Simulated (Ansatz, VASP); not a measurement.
SnH3 in VASP and in Ansatz

```
Sn H
1.0
     2.79962    4.84908    0.00000
    -2.79962    4.84908    0.00000
     0.00000   -3.23272    4.58519
Sn H
2 6
Direct
  0.00000 0.00000 0.00000
  0.50000 0.50000 0.50000
  0.75042 0.74958 0.75000
  0.25000 0.75042 0.75000
  0.74958 0.25000 0.75000
  0.24958 0.25042 0.25000
  0.75000 0.24958 0.25000
  0.25042 0.75000 0.25000
```

Alike in both runs: functional PBE; k mesh 5 × 5 × 5; occupations fermi-dirac, width 0.0351 eV; no spin polarisation.

Ansatz relaxed the structure, and its values are those at the end. VASP's run is a single point on that final structure, the one shown.

```csv
,VASP,Ansatz
version,VASP 6.6.1,Ansatz 0.2.0
potentials or method,"VASP PAW PBE potentials, release 64 (Sn_d, H), cutoff 520 eV",PAW plane waves
valence electrons in the cell,34,34
```

```tsv
	VASP	Ansatz	Ansatz less VASP
gap on the k mesh at the Fermi level (eV)	none	none	-
pressure (GPa)	-0.1	0.0	+0.10
```

A gap of «none» marks a metal or a gap that the smearing closes. With one functional, cell and mesh, what is left measures potentials, basis and numerics. Ansatz's warnings: structure snapped to symmetry.
